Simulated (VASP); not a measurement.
# TaRu (P4/mmm) in VASP: a series of runs, part 2 of 2

VASP 6.6.1. The steps go on from the part before.

### Step 3. Vibrations by perturbation theory, LDA

This run uses another cell than the first one, of 15.19 Å³/atom, 1.007 times its volume.

Contents of INCAR:

```
PREC = Accurate
ENCUT = 520
EDIFF = 1E-8
ISMEAR = -1
SIGMA = 0.15
LREAL = F
LASPH = T
NELM = 60
ALGO = Normal
ISIF = 2
LWAVE = F
LCHARG = F
GGA = CA
IBRION = 8
NSW = 1
```

Contents of KPOINTS:

```
regular mesh
0
Gamma
  14 14 12
```

Contents of POSCAR:

```
TaRu
1.0
    3.0060130840      0.0000000000      0.0000000000
    0.0000000000      3.0060130840      0.0000000000
    0.0000000000      0.0000000000      3.3616253976
Ta Ru
1 1
Direct
    0.5000000000      0.5000000000      0.5000000000
    0.0000000000      0.0000000000      0.0000000000
```

Potentials or basis: VASP PAW LDA potentials, release 64 (Ta_pv, Ru_pv).

Launch:

```bash
$ cat potpaw_LDA.64/Ta_pv/POTCAR potpaw_LDA.64/Ru_pv/POTCAR > POTCAR
$ mpirun -np 1 vasp_std > vasp.out
```

OUTCAR:

```text
PREC = Accurate
   ENCUT = 520
   EDIFF = 1E-8
   ISMEAR = -1
   LREAL = F
   LASPH = T
   NELM = 60
   ISIF = 2
   GGA = CA
   IBRION = 8
   NSW = 1

 ion  position               nearest neighbor table
   1  0.500  0.500  0.500-   2 2.71   2 2.71   2 2.71   2 2.71   2 2.71   2 2.71   2 2.71   2 2.71

   2  0.000  0.000  0.000-   1 2.71   1 2.71   1 2.71   1 2.71   1 2.71   1 2.71   1 2.71   1 2.71

  LATTYP: Found a simple tetragonal cell.
 ALAT       =     3.0060130840
 C/A-ratio  =     1.1183003213

[... 723 lines left out ...]
               1X          1Y          1Z          2X          2Y          2Z
  1X    -5.855841    0.000000    0.000000    5.855841    0.000000    0.000000
  1Y     0.000000   -5.855841    0.000000    0.000000    5.855841    0.000000
  1Z     0.000000    0.000000   -5.648647    0.000000   -0.000000    5.648647
  2X     5.854769    0.000000    0.000000   -5.854769    0.000000    0.000000
  2Y     0.000000    5.854769    0.000000    0.000000   -5.854769    0.000000
  2Z     0.000000    0.000000    5.653475    0.000000    0.000000   -5.653475

 Eigenvectors and eigenvalues of the dynamical matrix
 ----------------------------------------------------

   1 f  =    4.697537 THz    29.515498 2PiTHz  156.692982 cm-1    19.427445 meV
             X         Y         Z           dx          dy          dz
      1.503007  1.503007  1.680813    -0.598685    0.000000    0.000000
      0.000000  0.000000  0.000000     0.800985    0.000000    0.000000
[... 21 lines left out ...]
   6 f/i=    0.000945 THz     0.005940 2PiTHz    0.031534 cm-1     0.003910 meV
             X         Y         Z           dx          dy          dz
      1.503007  1.503007  1.680813     0.000000    0.000000    0.801134
      0.000000  0.000000  0.000000     0.000000    0.000000    0.598486

--------------------------------------------------------------------------------------------------------

 ELASTIC MODULI CONTR FROM IONIC RELAXATION (kBar)
 Direction    XX          YY          ZZ          XY          YZ          ZX
 --------------------------------------------------------------------------------
 XX           0.0000      0.0000      0.0000      0.0000      0.0000      0.0000
 YY           0.0000      0.0000      0.0000      0.0000      0.0000      0.0000
 ZZ           0.0000      0.0000      0.0000      0.0000      0.0000      0.0000
 XY           0.0000      0.0000      0.0000      0.0000      0.0000      0.0000
 YZ           0.0000      0.0000      0.0000      0.0000      0.0000      0.0000
 ZX           0.0000      0.0000      0.0000      0.0000      0.0000      0.0000
 --------------------------------------------------------------------------------
```

OSZICAR:

```text
N       E                     dE             d eps       ncg     rms          rms(c)
DAV:   1     0.219958496137E+03    0.21996E+03   -0.14832E+04  8064   0.162E+03
DAV:   2    -0.213024501380E+02   -0.24126E+03   -0.23974E+03 10064   0.463E+02
DAV:   3    -0.253007632439E+02   -0.39983E+01   -0.39719E+01  9608   0.632E+01
DAV:   4    -0.253379846373E+02   -0.37221E-01   -0.37114E-01 10304   0.577E+00
[... 100 lines left out ...]
RMM:  17    -0.667889679873E+00    0.18927E-07   -0.16955E-07 13247   0.562E-05    0.760E-06
RMM:  18    -0.667889698189E+00   -0.18315E-07   -0.12953E-07 10498   0.384E-05    0.736E-06
RMM:  19    -0.667889731529E+00   -0.33340E-07   -0.97103E-08 16906   0.352E-05    0.307E-06
RMM:  20    -0.667889740797E+00   -0.92677E-08   -0.71652E-08 13035   0.222E-05    0.204E-06
 Linear response finished
```

stdout:

```text
POSCAR found type information on POSCAR TaRu
 POSCAR found :  2 types and       2 ions
 scaLAPACK will be used
 LDA part: xc-table for (Slater(with rela. corr.)+CA(PZ))
 , standard interpolation
 POSCAR, INCAR and KPOINTS ok, starting setup
 FFT: planning ... GRIDC
 FFT: planning ... GRID_SOFT
 FFT: planning ... GRID
 WAVECAR not read
 entering main loop
 Linear response reoptimize wavefunctions to high precision
 Linear response DOF=           4
 Linear response progress:
 first order change of Fermi-energy  -0.29364E-03
 force on displaced ion       1 direction 1 :  -5.856   0.000   0.000
 Linear response progress:
 first order change of Fermi-energy  -0.44247E-03
 force on displaced ion       1 direction 3 :  -0.000   0.000  -5.649
 Linear response progress:
 first order change of Fermi-energy   0.47599E-03
 force on displaced ion       2 direction 1 :  -5.855   0.000   0.000
 Linear response progress:
 first order change of Fermi-energy   0.56560E-03
 force on displaced ion       2 direction 3 :  -0.000  -0.000  -5.653
 Linear response finished
```

It took 21 min on 1 thread of Oxide Virtual Turin-like, shared host; peak memory 0.53 GiB.

Results:

- Highest phonon frequency at Γ, LO-TO splitting left out: 157 cm⁻¹

Phonon frequencies in cm⁻¹ (negative: imaginary):
```csv
q point,frequencies
"(0.000, 0.000, 0.000)",0 0 0 154 157 157
```

Caveat: the cell wasn't relaxed at this level first, which shifts response properties; spin-orbit coupling is left out, which moves the levels of the heavy elements.

### Step 4. Vibrations by perturbation theory, LDA (phonons at volume x 1.02)

Contents of INCAR:

```
SYSTEM = TaRu
PREC = Accurate ; ENCUT = 520
EDIFF = 1E-8 ; ISMEAR = -1
SIGMA = 0.15 ; LREAL = .FALSE.
LASPH = .TRUE. ; NELM = 60
ALGO = Fast ; ISIF = 2
LWAVE = .FALSE. ; LCHARG = .TRUE.
IBRION = 8 ; NSW = 1
```

Contents of KPOINTS:

```
Automatic mesh
0
G
  14 14 12
  0 0 0
```

Contents of POSCAR:

```
TaRu
1.0
    3.0255796688      0.0000000000      0.0000000000
    0.0000000000      3.0255796688      0.0000000000
    0.0000000000      0.0000000000      3.3846520968
Ta Ru
1 1
Direct
    0.5000000000      0.5000000000      0.5000000000
    0.0000000000      0.0000000000      0.0000000000
```

Potentials or basis: VASP PAW LDA potentials, release 64 (Ta_pv, Ru_pv).

Launch:

```bash
$ cat potpaw_LDA.64/Ta_pv/POTCAR potpaw_LDA.64/Ru_pv/POTCAR > POTCAR
$ mpirun -np 1 vasp_std > vasp.out
```

OUTCAR:

```text
SYSTEM = TaRu
   PREC = Accurate
   ENCUT = 520
   EDIFF = 1E-8
   ISMEAR = -1
   LREAL = .FALSE.
   LASPH = .TRUE.
   NELM = 60
   ISIF = 2
   IBRION = 8
   NSW = 1

 ion  position               nearest neighbor table
   1  0.500  0.500  0.500-   2 2.73   2 2.73   2 2.73   2 2.73   2 2.73   2 2.73   2 2.73   2 2.73

   2  0.000  0.000  0.000-   1 2.73   1 2.73   1 2.73   1 2.73   1 2.73   1 2.73   1 2.73   1 2.73

  LATTYP: Found a simple tetragonal cell.
 ALAT       =     3.0255796688
 C/A-ratio  =     1.1186788871
[... 725 lines left out ...]
               1X          1Y          1Z          2X          2Y          2Z
  1X    -5.185610    0.000000    0.000000    5.185610    0.000000    0.000000
  1Y     0.000000   -5.185610    0.000000    0.000000    5.185610    0.000000
  1Z     0.000000    0.000000   -4.898289    0.000000   -0.000000    4.898289
  2X     5.196415    0.000000    0.000000   -5.196415    0.000000    0.000000
  2Y     0.000000    5.196415    0.000000    0.000000   -5.196415    0.000000
  2Z     0.000000   -0.000000    4.909739   -0.000000    0.000000   -4.909739

 Eigenvectors and eigenvalues of the dynamical matrix
 ----------------------------------------------------

   1 f  =    4.423756 THz    27.795280 2PiTHz  147.560624 cm-1    18.295177 meV
             X         Y         Z           dx          dy          dz
      1.512790  1.512790  1.692326     0.598250   -0.000000   -0.000000
      0.000000  0.000000  0.000000    -0.801310    0.000000    0.000000
[... 21 lines left out ...]
   6 f/i=    0.002406 THz     0.015119 2PiTHz    0.080265 cm-1     0.009952 meV
             X         Y         Z           dx          dy          dz
      1.512790  1.512790  1.692326    -0.000000    0.000000    0.801346
      0.000000  0.000000  0.000000    -0.000000    0.000000    0.598201

--------------------------------------------------------------------------------------------------------

 ELASTIC MODULI CONTR FROM IONIC RELAXATION (kBar)
 Direction    XX          YY          ZZ          XY          YZ          ZX
 --------------------------------------------------------------------------------
 XX           0.0000      0.0000      0.0000      0.0000      0.0000      0.0000
 YY           0.0000      0.0000      0.0000      0.0000      0.0000      0.0000
 ZZ           0.0000      0.0000      0.0000      0.0000      0.0000      0.0000
 XY           0.0000      0.0000      0.0000      0.0000      0.0000      0.0000
 YZ           0.0000      0.0000      0.0000      0.0000      0.0000      0.0000
 ZX           0.0000      0.0000      0.0000      0.0000      0.0000      0.0000
 --------------------------------------------------------------------------------
```

OSZICAR:

```text
N       E                     dE             d eps       ncg     rms          rms(c)
DAV:   1     0.219085010465E+03    0.21909E+03   -0.14836E+04  8080   0.161E+03
DAV:   2    -0.212091257783E+02   -0.24029E+03   -0.23868E+03  9848   0.460E+02
DAV:   3    -0.253235900900E+02   -0.41145E+01   -0.40801E+01  9840   0.636E+01
DAV:   4    -0.253632487272E+02   -0.39659E-01   -0.39530E-01 10008   0.583E+00
[... 99 lines left out ...]
RMM:  15    -0.668381280163E+00    0.23734E-07   -0.17197E-07 16343   0.180E-04    0.283E-06
RMM:  16    -0.668381298150E+00   -0.17987E-07   -0.11261E-07 15966   0.149E-04    0.156E-06
RMM:  17    -0.668381325277E+00   -0.27126E-07   -0.79988E-08 16433   0.128E-04    0.123E-06
RMM:  18    -0.668381332318E+00   -0.70417E-08   -0.55291E-08 16345   0.110E-04    0.161E-06
 Linear response finished
```

Wall time 29 min (1 thread of Oxide Virtual Turin-like, shared host); peak memory 0.74 GiB.

What came out:

```
Highest phonon frequency at Γ, LO-TO splitting left out : 148 cm⁻¹
```

Phonon frequencies in cm⁻¹ (negative: imaginary):
```tsv
q point	frequencies
(0.000, 0.000, 0.000)	0 0 0 143 148 148
```

Caveat: the cell differs from its parent crystal (phonons at volume x 1.02); the cell wasn't relaxed at this level first, which shifts response properties; spin-orbit coupling is left out, which moves the levels of the heavy elements.
